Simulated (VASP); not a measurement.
Set up this calculation in VASP 6.6.1, as the native input.

```
Task                   : single point
Functional             : PBE
Potentials or basis    : VASP PAW PBE potentials, release 64 (Li_sv)
Cutoff                 : 520 eV
k mesh                 : 10 × 10 × 10
Occupations            : fermi-dirac, width 0.1 eV
Spin                   : no spin polarisation
Dipole correction      : no
Further INCAR settings : ALGO = Normal; EDIFF = 1e-06; NBANDS = 10
```

The structure of Li lies in POSCAR:

```
Li
1.0
    0.0000000000      2.9548570515      2.9548570515
    2.9548570515      0.0000000000      2.9548570515
    2.9548570515      2.9548570515      0.0000000000
Li
2
Direct
    0.1250000000      0.1250000000      0.1250000000
    0.8750000000      0.8750000000      0.8750000000
```

The input as run:

INCAR

```
SYSTEM = Li
PREC = Accurate ; ENCUT = 520
EDIFF = 1E-6 ; ISMEAR = -1
SIGMA = 0.1 ; LREAL = .False.
LASPH = .True. ; NELM = 100
ALGO = Normal ; ISIF = 2
LWAVE = .False. ; LCHARG = .False.
GGA = PE ; NBANDS = 10
```

KPOINTS

```
Automatic mesh
0
Gamma
  10 10 10
  0 0 0
```

Potentials or basis: VASP PAW PBE potentials, release 64 (Li_sv).

Run with:

```console
$ cat potpaw_PBE.64/Li_sv/POTCAR > POTCAR
$ mpirun -np 1 vasp_std > vasp.out
```

It gave:

- Band gap on the k mesh: zero (band 3 reaches 0.67 eV, above the bottom of band 4 at -0.17 eV)

It took 12 s on 1 thread of AMD EPYC 9R45 96-Core Processor (Zen 5), on a shared host, peak memory 0.14 GiB.
